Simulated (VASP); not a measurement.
# Pt (Fm-3m) in VASP: further runs, part 2 of 2

VASP 6.6.1. Earlier steps stand in the parts before.

### Step 4. Relaxation of cell and atoms, PBEsol

The input, INCAR:

```
SYSTEM = Pt
  PREC = Accurate
  ENCUT = 600
  EDIFF = 1E-6
  ISMEAR = 0
  SIGMA = 0.1
  LREAL = .FALSE.
  LASPH = .TRUE.
  NELM = 80
  ALGO = Fast
  ISIF = 3
  LWAVE = .FALSE.
  LCHARG = .FALSE.
  GGA = PS
  IBRION = 2
  NSW = 100
  EDIFFG = -0.005
```

The input, KPOINTS:

```
regular mesh
0
G
  18 18 18
  0 0 0
```

The input, POSCAR:

```
Pt
1.0
    0.0000000000      1.9715751800      1.9715751800
    1.9715751800      0.0000000000      1.9715751800
    1.9715751800      1.9715751800      0.0000000000
Pt
1
Direct
    0.0000000000      0.0000000000      0.0000000000
```

Potentials or basis: VASP PAW PBE potentials, release 64 (Pt).

The run is started by

```bash
> cat potpaw_PBE.64/Pt/POTCAR > POTCAR
> mpirun -np 1 vasp_std > vasp.out
```

OUTCAR:

```text
SYSTEM = Pt
   PREC = Accurate
   ENCUT = 600
   EDIFF = 1E-6
   ISMEAR = 0
   LREAL = .FALSE.
   LASPH = .TRUE.
   NELM = 80
   ISIF = 3
   GGA = PS
   IBRION = 2
   NSW = 100
   EDIFFG = -0.005

 ion  position               nearest neighbor table
   1  0.000  0.000  0.000-

  LATTYP: Found a face centered cubic cell.
 ALAT       =     3.9431503600

  Lattice vectors:

 A1 = (   0.0000000000,   1.9715751800,   1.9715751800)
 A2 = (   1.9715751800,   0.0000000000,   1.9715751800)
 A3 = (   1.9715751800,   1.9715751800,   0.0000000000)

Analysis of symmetry for initial positions (statically):
=====================================================================
 Subroutine PRICEL returns:
 Original cell was already a primitive cell.

 Routine SETGRP: Setting up the symmetry group for a
 face centered cubic supercell.

 Subroutine GETGRP returns: Found 48 space group operations
 (whereof 48 operations were pure point group operations)
 out of a pool of 48 trial point group operations.

The static configuration has the point symmetry O_h .

Analysis of symmetry for dynamics (positions and initial velocities):
=====================================================================
 Subroutine PRICEL returns:
 Original cell was already a primitive cell.

 Routine SETGRP: Setting up the symmetry group for a
 face centered cubic supercell.

 Subroutine GETGRP returns: Found 48 space group operations
 (whereof 48 operations were pure point group operations)
 out of a pool of 48 trial point group operations.

The dynamic configuration has the point symmetry O_h .

 Subroutine INISYM returns: Found 48 space group operations
 (whereof 48 operations are pure point group operations),
 and found     1 'primitive' translations

----------------------------------------------------------------------------------------

                                     Primitive cell

  volume of cell :      15.3275

  direct lattice vectors                    reciprocal lattice vectors
     0.000000000  1.971575180  1.971575180    -0.253604329  0.253604329  0.253604329
     1.971575180  0.000000000  1.971575180     0.253604329 -0.253604329  0.253604329
     1.971575180  1.971575180  0.000000000     0.253604329  0.253604329 -0.253604329

  length of vectors
     2.788228359  2.788228359  2.788228359     0.439255582  0.439255582  0.439255582

  position of ions in fractional coordinates (direct lattice)
     0.000000000  0.000000000  0.000000000

  ion indices of the primitive-cell ions
   primitive index   ion index
                 1           1

----------------------------------------------------------------------------------------

 KPOINTS: regular mesh

Automatic generation of k-mesh.
 Grid dimensions read from file:
 generate k-points for:   18   18   18

[... 22 lines left out ...]
  0.111111  0.000000  0.000000      8.000000
  0.166667  0.000000  0.000000      8.000000
  0.222222  0.000000  0.000000      8.000000
  0.277778  0.000000  0.000000      8.000000
[... 16 lines left out ...]
 -0.277778  0.055556  0.000000     24.000000
 -0.222222  0.055556  0.000000     24.000000
 [... further k-points ...]
   k-points           NKPTS =    195   k-points in BZ     NKDIM =    195   number of bands    NBANDS=      9
   number of dos      NEDOS =    301   number of ions     NIONS =      1
   total plane-waves  NPLWV =  13824
   dimension x,y,z NGX =    24 NGY =   24 NGZ =   24
   dimension x,y,z NGXF=    48 NGYF=   48 NGZF=   48
   ions per type =               1
   NGX,Y,Z   is equivalent  to a cutoff of  14.31, 14.31, 14.31 a.u.
   NGXF,Y,Z  is equivalent  to a cutoff of  28.62, 28.62, 28.62 a.u.
 SYSTEM =  Pt
   PREC   = accura    normal or accurate (medium, high low for compatibility)
   ISTART =      0    job   : 0-new  1-cont  2-samecut
   ICHARG =      2    charge: 1-file 2-atom 10-const
   ISPIN  =      1    spin polarized calculation?
   LNONCOLLINEAR =      F non collinear calculations
   LSORBIT =      F    spin-orbit coupling
   LASPH  =      T    aspherical Exc in radial PAW
   ENCUT  =  600.0 eV  44.10 Ry    6.64 a.u.   5.57  5.57  5.57*2*pi/ulx,y,z
   NELM   =     80;   NELMIN=  2; NELMDL= -5     # of ELM steps
   EDIFF  = 0.1E-05   stopping-criterion for ELM
   LREAL  =      F    real-space projection
   EDIFFG = -.5E-02   stopping-criterion for IOM
   NSW    =    100    number of steps for IOM
   IBRION =      2    ionic relax: 0-MD 1-quasi-New 2-CG
   NFREE  =      1    steps in history (QN), initial steepest desc. (CG)
   ISIF   =      3    stress and relaxation
   ISYM   =      2    0-nonsym 1-usesym 2-fastsym
   POTIM  = 0.5000    time-step for ionic-motion
   TEBEG  =    0.0;   TEEND  =   0.0 temperature during run
   PSTRESS=    0.0 pullay stress
   NELECT =      10.0000    total number of electrons
   NUPDOWN=      -1.0000    fix difference up-down
   EMIN   =  10.00;   EMAX   =-10.00  energy-range for DOS
   EFERMI =   0.00;   METHOD = LEGACY
   ISMEAR =     0;   SIGMA  =   0.10  broadening in eV -4-tet -1-fermi 0-gaus
   EFERMI_NEDOS =   21; number of points for ismear=-14 and -15
   IALGO  =     68    algorithm
   IMIX   =      4    mixing-type and parameters
     AMIX     =   0.40;   BMIX     =  1.00
     AMIX_MAG =   1.60;   BMIX_MAG =  1.00
  volume/ion in A,a.u.               =      15.33       103.43
  Fermi-wavevector in a.u.,A,eV,Ry     =   1.419880  2.683183 27.430132  2.016058
  Thomas-Fermi vector in A             =   2.540854
   LORBIT       =      0    0 simple, 1 ext, 2 COOP (PROOUT), +10 PAW based schemes
   GGA     = PS    functional components
   LHFCALC =     F    Hartree Fock is set to
   AEXX    =    0.0000 exact exchange contribution
   IVDW    =     0    specifies the selected vdW correction
   LEPSILON=     F    determine dielectric tensor
   LRPA    =     F    only Hartree local field effects (RPA)
 conjugate gradient relaxation of ions
 non-spin polarized calculation
 RMM-DIIS sequential band-by-band and
 Gauss-broadening in eV      SIGMA  =   0.10
  energy-cutoff  :      600.00
  volume of cell :       15.33
 maximum number of plane-waves:       532
   NGX = 11   NGY = 11   NGZ = 11

--------------------------------------- Ionic step        1  -------------------------------------------

 number of electron      10.0000001 magnetization

 Free energy of the ion-electron system (eV)
  ---------------------------------------------------
  ext. energy  EPLUGINS =         0.00000000
  ---------------------------------------------------
  free energy    TOTEN  =        -6.96012467 eV

  energy without entropy =       -6.94914634  energy(sigma->0) =       -6.95463550

------------------------ aborting loop because EDIFF is reached ----------------------------------------

  FORCE on cell =-STRESS in cart. coord.  units (eV):
  Direction    XX          YY          ZZ          XY          YZ          ZX
  --------------------------------------------------------------------------------------
  -------------------------------------------------------------------------------------
  Total       -0.5308429     -0.5308429     -0.5308429     -0.0000000      0.0000000     -0.0000000
  in kB      -55.4889590    -55.4889590    -55.4889590     -0.0000000      0.0000000     -0.0000000
  external PRESSURE =     -55.4889590 kB  Pullay stress =       0.0000000 kB
[... 127 lines left out ...]
--------------------------------------- Ionic step        5  -------------------------------------------

 number of electron      10.0000000 magnetization

 Free energy of the ion-electron system (eV)
  ---------------------------------------------------
  ext. energy  EPLUGINS =         0.00000000
  ---------------------------------------------------
  free energy    TOTEN  =        -6.96559279 eV

  energy without entropy =       -6.95497242  energy(sigma->0) =       -6.96028260

 E-fermi :  11.1784     XC(G=0): -13.6529

 val. band max:       11.1779328484   @ k =  -0.3333   0.3889   0.1111
 cond. band min:      11.1890233050   @ k =   0.3889   0.2222   0.0000
 fundamental gap:      0.0110904566
 Fermi energy:        11.1784179762

 k-point     1 :       0.0000    0.0000    0.0000
  band No.  band energies     occupation
      1       0.8339      2.00000
      2       7.3440      2.00000
      3       7.3440      2.00000
      4       7.3440      2.00000
      5       9.5372      2.00000
      6       9.5372      2.00000
      7      25.7897      0.00000
      8      30.7704      0.00000
      9      30.7704      0.00000
[... 265 lines left out ...]
 k-point    24 :      -0.2222    0.0556    0.0000
  band No.  band energies     occupation
      1       2.8913      2.00000
      2       6.8391      2.00000
      3       7.7413      2.00000
      4       7.8105      2.00000
      5       9.3349      2.00000
      6      10.0235      2.00000
      7      24.8416      0.00000
      8      27.7159      0.00000
      9      32.2482      0.00000

 [... further k-points ...]
[... 5 lines left out ...]
  --------------------------------------------------------------------------------------
  -------------------------------------------------------------------------------------
  Total        0.0017430      0.0017430      0.0017430     -0.0000000     -0.0000000      0.0000000
  in kB        0.1859424      0.1859424      0.1859424     -0.0000000     -0.0000000      0.0000000
  external PRESSURE =       0.1859424 kB  Pullay stress =       0.0000000 kB
[... 16 lines left out ...]
  FREE ENERGIE OF THE ION-ELECTRON SYSTEM (eV)
  ---------------------------------------------------
  free  energy   TOTEN  =        -6.9655927860 eV

  energy  without entropy=       -6.9549724189  energy(sigma->0) =       -6.96028260

 reached required accuracy - stopping structural energy minimisation
```

OSZICAR:

```text
N       E                     dE             d eps       ncg     rms          rms(c)
DAV:   1     0.409627071755E+02    0.40963E+02   -0.60536E+03  3558   0.117E+03
DAV:   2    -0.689761676134E+01   -0.47860E+02   -0.45915E+02  3681   0.198E+02
DAV:   3    -0.741793504199E+01   -0.52032E+00   -0.50491E+00  4056   0.209E+01
[... 38 lines left out ...]
   4 F= -.69655896E+01 E0= -.69602830E+01  d E =-.546490E-02
       N       E                     dE             d eps       ncg     rms          rms(c)
DAV:   1    -0.696560824386E+01   -0.19379E-04   -0.36179E-04  3645   0.204E-01    0.274E-02
RMM:   2    -0.696559374778E+01    0.14496E-04   -0.19799E-05  3510   0.449E-02    0.108E-02
RMM:   3    -0.696559278596E+01    0.96182E-06   -0.21769E-06  2263   0.152E-02
   5 F= -.69655928E+01 E0= -.69602826E+01  d E =-.546812E-02
```

CONTCAR:

```text
Pt
   1.00000000000000
    -0.0000000000000000    1.9582326582234830    1.9582326582234830
     1.9582326582234830    0.0000000000000000    1.9582326582234830
     1.9582326582234830    1.9582326582234830   -0.0000000000000000
  Pt
     1
Direct
     0.0000000000000000    0.0000000000000000    0.0000000000000000

  0.00000000E+00  0.00000000E+00  0.00000000E+00
```

It took 60 s on 1 thread of Intel Xeon Platinum 8259CL at 2.50GHz (Skylake/Cascade Lake), shared host; peak memory 0.18 GiB.

What came out:

```yaml
Free_energy: -6.9656 eV
Relaxed_volume: 15.02 Å³/atom
Relaxed_cell: a = 2.769 Å, b = 2.769 Å, c = 2.769 Å, α = 60.00°, β = 60.00°, γ = 60.00°
Space_group_after_relaxing_to_0.05_Å: Fm-3m (No. 225)
Energy_gained_by_relaxing: 5.5 meV/atom
Ionic_steps: 5
Pressure_after_relaxing: 0.0 GPa
Band_gap_on_the_k_mesh: zero (band 5 reaches 11.68 eV, above the bottom of band 6 at 9.43 eV)
```

The path:
| step | energy change (eV) | largest force (eV/Å) | pressure (GPa) | volume (Å³) |
| --- | --- | --- | --- | --- |
| 1 | 0.0000 | 0.0000 | -5.55 | 15.33 |
| 2 | 0.0425 | 0.0000 | 19.49 | 14.18 |
| 3 | -0.0055 | 0.0000 | -0.30 | 15.03 |
| 4 | -0.0055 | 0.0000 | 0.12 | 15.01 |
| 5 | -0.0055 | 0.0000 | 0.02 | 15.02 |

Final structure:
```
CELL_PARAMETERS angstrom
0.00000 1.95823 1.95823
1.95823 0.00000 1.95823
1.95823 1.95823 0.00000
ATOMIC_POSITIONS crystal
Pt 0.00000 0.00000 0.00000
```

Caveat: the PAW data sets were made with another functional, which shifts forces and pressure a little; spin-orbit coupling is left out, which moves the levels of the heavy elements.

### Step 5. Overview

```tsv
task	cell	k mesh	cutoff (eV)	gap on the mesh (eV)	pressure (GPa)
single point	a = 2.788 Å, angles 60.0°, 1 atom	8 × 8 × 8	520	none	-6.3
single point	a = 2.770 Å, angles 60.0°, 1 atom	18 × 18 × 18	520	none	-0.4
relaxation of cell and atoms	relaxed from a = 2.788 Å, angles 60.0°, 1 atom	18 × 18 × 18	600	none	0.0
```

Alike in all rows: level PBEsol; potentials or basis VASP PAW PBE potentials, release 64 (Pt); no spin polarisation; smearing gaussian 0.1 eV.

Caveats: the PAW data sets were made with another functional, which shifts forces and pressure a little; spin-orbit coupling is left out, which moves the levels of the heavy elements.

Total energies depend on the potentials used, so only differences within one code and one set of settings carry meaning.
